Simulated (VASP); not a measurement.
# LaScF2: relaxation of cell and atoms with PBE

Crystal: LaScF2.

```xyz
4
Lattice="3.8072 0.0000 0.0000 0.0000 3.8072 0.0000 0.0000 0.0000 5.2182" Properties=species:S:1:pos:R:3 pbc="T T T"
La    0.0000    0.0000    2.6091
Sc    1.9036    1.9036    2.6091
F     1.9036    1.9036    0.8078
F     1.9036    1.9036    4.4103
```

The cell was generated, and may not be a known phase.

```yaml
Program: VASP 6.6.1
Task: relaxation of cell and atoms
Functional: PBE
Potentials_or_basis: VASP PAW PBE potentials, release 64 (La, Sc_sv, F)
Cutoff: 600 eV
k_mesh: 4 × 4 × 4
Occupations: gaussian, width 0.1 eV
Spin: no spin polarisation
Dipole_correction: no
Further_INCAR_settings: ALGO = Normal; EDIFF = 1e-07; IBRION = 2; EDIFFG = -0.04; NSW = 90; ISIF = 3
```

The relaxed volume is 32.25 Å³/atom and the relaxed cell is a = 4.459 Å, b = 4.459 Å, c = 6.489 Å, α = 90.00°, β = 90.00°, γ = 90.00°. The space group after relaxing (to 0.1 Å) is P4/mmm (No. 123) and the energy gained by relaxing is 1439.9 meV/atom. The ionic steps are 12. The pressure after relaxing is -0.1 GPa, the largest force after relaxing is 0.008 eV/Å and the band gap on the k mesh is zero (bands 18 and 19 overlap by 0.85 eV).

Forces in eV/Å, atoms in the order of the input:
```
La   0.000  0.000  0.000
Sc   0.000  0.000  0.000
F    0.000  0.000  0.008
F    0.000  0.000 -0.008
```

Stress tensor (GPa, compression positive):
```
-0.19  0.00  0.00
 0.00 -0.19  0.00
 0.00  0.00  0.05
```

The path:
```tsv
step	energy change (eV)	largest force (eV/Å)	pressure (GPa)	volume (Å³)
1	0.0000	9.2130	43.44	75.64
2	-4.9369	0.7750	-4.95	143.77
3	-5.2470	1.3737	7.98	109.85
4	-5.4204	0.6631	3.49	120.20
5	-5.4258	0.5382	2.73	122.13
6	-5.6450	0.4029	-0.17	132.06
7	-5.6615	0.3365	-1.20	136.44
8	-5.6891	1.0395	0.49	133.27
9	-5.6903	0.9207	0.21	133.78
10	-5.7164	0.7212	0.12	132.77
11	-5.7581	0.1467	-0.07	129.76
12	-5.7598	0.0076	-0.11	128.98
```

Final structure:
```
CELL_PARAMETERS angstrom
4.45850 0.00000 0.00000
0.00000 4.45850 0.00000
0.00000 0.00000 6.48863
ATOMIC_POSITIONS crystal
La 0.00000 0.00000 0.50000
Sc 0.50000 0.50000 0.50000
F 0.50000 0.50000 0.20411
F 0.50000 0.50000 0.79589
```

Levels at points of the mesh, in eV from the Fermi level:
```csv
k point,band 14,band 15,band 16,band 17,band 18,band 19,band 20,band 21,band 22
"(0.00, 0.00, 0.00)",-4.89,-4.89,-3.97,-2.50,-1.71,-0.52,0.56,0.86,0.99
"(0.50, 0.00, 0.00)",-5.03,-4.91,-3.98,-0.58,0.06,0.61,0.69,0.75,0.85
"(0.50, 0.50, 0.00)",-5.03,-5.03,-3.96,-1.12,0.34,0.68,0.68,0.89,0.89
"(0.00, 0.00, 0.50)",-4.88,-4.72,-4.72,-2.45,-1.70,-0.51,0.85,0.99,0.99
"(0.50, 0.00, 0.50)",-4.93,-4.87,-4.75,-0.57,0.08,0.43,0.69,0.75,0.84
"(0.50, 0.50, 0.50)",-4.86,-4.83,-4.83,-1.12,0.34,0.64,0.64,0.89,0.89
```

Wall time 19 min on 1 thread of Intel Xeon 8259CL (shared host), peak memory 0.24 GiB.

Caveat: the k points lie up to 0.35 Å⁻¹ apart in the final cell, too coarse for converged energies and pressures of a metal; the volume moved by over 15 % at a fixed basis, so the end points are rough; spin-orbit coupling is left out, which moves the levels of the heavy elements.
